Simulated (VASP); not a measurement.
Wanted: the native input for a VASP 6.6.1 run.

```
Task                   : single point
Functional             : PBEsol
Potentials or basis    : VASP PAW PBE potentials, release 64 (Ba_sv)
Cutoff                 : 520 eV
k mesh                 : 14 × 14 × 14
Occupations            : gaussian, width 0.15 eV
Spin                   : no spin polarisation
Dipole correction      : no
Further INCAR settings : ALGO = Fast; EDIFF = 1e-07; NBANDS = 11
```

The structure of Ba lies in POSCAR:

```
Ba
1.0
   -2.5875000000      2.5000000000      2.5000000000
    2.5875000000     -2.5000000000      2.5000000000
    2.5875000000      2.5000000000     -2.5000000000
Ba
1
Direct
    0.0000000000      0.0000000000      0.0000000000
```

This cell differs from its parent crystal: strain +0.0350 x Voigt [1, 0, 0, 0, 0, 0].

The input as run:

INCAR

```
  ALGO = Fast
  EDIFF = 1E-7
  ENCUT = 520
  GGA = PS
  ISIF = 2
  ISMEAR = 0
  LASPH = True
  LCHARG = True
  LELF = True
  LREAL = False
  LVHAR = True
  LWAVE = False
  NBANDS = 11
  NELM = 100
  PREC = Accurate
  SIGMA = 0.15
```

KPOINTS

```
k-points
0
Gamma
  14 14 14
```

Potentials or basis: VASP PAW PBE potentials, release 64 (Ba_sv).

Launch:

```bash
$ cat potpaw_PBE.64/Ba_sv/POTCAR > POTCAR
$ mpirun -np 1 vasp_std > vasp.out
```

It gave:

```yaml
Pressure: -0.8 GPa
Band_gap_on_the_k_mesh: zero (band 5 reaches 1.87 eV, above the bottom of band 6 at 0.98 eV)
```

Caveat: the cell differs from its parent crystal (strain +0.0350 x Voigt [1, 0, 0, 0, 0, 0]); the PAW data sets were made with another functional, which shifts forces and pressure a little; spin-orbit coupling is left out, which moves the levels of the heavy elements.

It took 92 s on 1 thread of Intel(R) Xeon(R) 6975P-C (Granite Rapids), on a shared host, peak memory 0.33 GiB.
